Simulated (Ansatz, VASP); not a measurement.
**CsAg2: VASP beside Ansatz**

```
Cs Ag
1.0
     4.30302    0.00000    0.00000
     0.00000    4.30302    0.00000
     0.00000    0.00000    9.03044
Cs Ag
2 4
Direct
  0.50000 0.00000 0.28000
  0.00000 0.50000 0.72000
  0.00000 0.00000 0.00000
  0.50000 0.50000 0.00000
  0.50000 0.00000 0.64000
  0.00000 0.50000 0.36000
```

Alike in both runs: task single point; functional PBE; k mesh 4 × 4 × 2; occupations gaussian, width 0.1 eV; no spin polarisation.

```csv
,VASP,Ansatz
version,VASP 6.6.1,Ansatz 0.2.0
potentials or method,"VASP PAW PBE potentials, release 64 (Cs_sv, Ag), cutoff 520 eV","scalar-relativistic, plane waves, PAW"
valence electrons in the cell,62,94
```

VASP gave:

| Property | Result |
| --- | --- |
| gap on the k mesh at the Fermi level (eV) | none |
| pressure (GPa) | 7.3 |
| traceless stress, the component that is largest in VASP (GPa) | 2.25 |
| rms of the force components (eV/Å) | 0.060 |

Question: Estimate Ansatz's values.

Answer: gap on the k mesh at the Fermi level (eV): none; pressure (GPa): 7.1; traceless stress, the component that is largest in VASP (GPa): 2.30; rms of the force components (eV/Å): 0.061.

Atom by atom the forces differ by 0.003 eV/Å (rms over components). A gap of «none» marks a metal or a gap that the smearing closes. With one functional, cell and mesh, what is left measures potentials, basis and numerics. VASP's potentials hold 62 valence electrons a cell and Ansatz's 94, so a difference there can come from the potentials and not from the codes.

The k mesh is coarse, so the values compare programs but aren't converged. Neither program's run includes spin-orbit coupling.
